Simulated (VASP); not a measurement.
Crystal: Mg5Co3.

```
CELL_PARAMETERS angstrom
5.19343 0.00000 0.00000
0.00000 5.19343 0.00000
0.00000 0.00000 5.19343
ATOMIC_POSITIONS crystal
Mg 0.00000 0.00000 0.00000
Mg 0.00000 0.50000 0.50000
Mg 0.50000 0.00000 0.50000
Mg 0.50000 0.50000 0.00000
Mg 0.50000 0.50000 0.50000
Co 0.50000 0.00000 0.00000
Co 0.00000 0.50000 0.00000
Co 0.00000 0.00000 0.50000
```

The cell was built from a structure type or drawn by symmetry, and may not be a known phase.

```yaml
Program: VASP 6.6.1
Task: relaxation of cell and atoms
Functional: PBE
Potentials_or_basis: VASP PAW PBE potentials, release 64 (Mg, Co)
Cutoff: 600 eV
k_mesh: 4 × 4 × 4
Occupations: gaussian, width 0.1 eV
Spin: collinear spin, ferromagnetic start
Starting_moments: "[0.0, 0.0, 0.0, 0.0, 0.0, 3.0, 3.0, 3.0] μB"
```

At the start: pressure 3.4 GPa; volume 17.51 Å³/atom.

Problem. How do energy, volume and symmetry change on relaxing?

Solution. Over 3 steps the energy falls by 11.3 meV/atom and the volume is 18.68 Å³/atom (+6.7 %); space group Pm-3m (No. 221, to 0.1 Å) before and after; moment 4.17 μB per cell.

The path:
| step | energy change (eV) | largest force (eV/Å) | pressure (GPa) | volume (Å³) |
| --- | --- | --- | --- | --- |
| 1 | 0.0000 | 0.0000 | 3.37 | 140.08 |
| 2 | -0.0877 | 0.0000 | 0.51 | 147.67 |
| 3 | -0.0903 | 0.0000 | -0.10 | 149.46 |

Final structure:
```xyz
8
Lattice="5.3069 0.0000 0.0000 0.0000 5.3069 0.0000 0.0000 0.0000 5.3069" Properties=species:S:1:pos:R:3 pbc="T T T"
Mg    0.0000    0.0000    0.0000
Mg    0.0000    2.6535    2.6535
Mg    2.6535    0.0000    2.6535
Mg    2.6535    2.6535    0.0000
Mg    2.6535    2.6535    2.6535
Co    2.6535    0.0000    0.0000
Co    0.0000    2.6535    0.0000
Co    0.0000    0.0000    2.6535
```
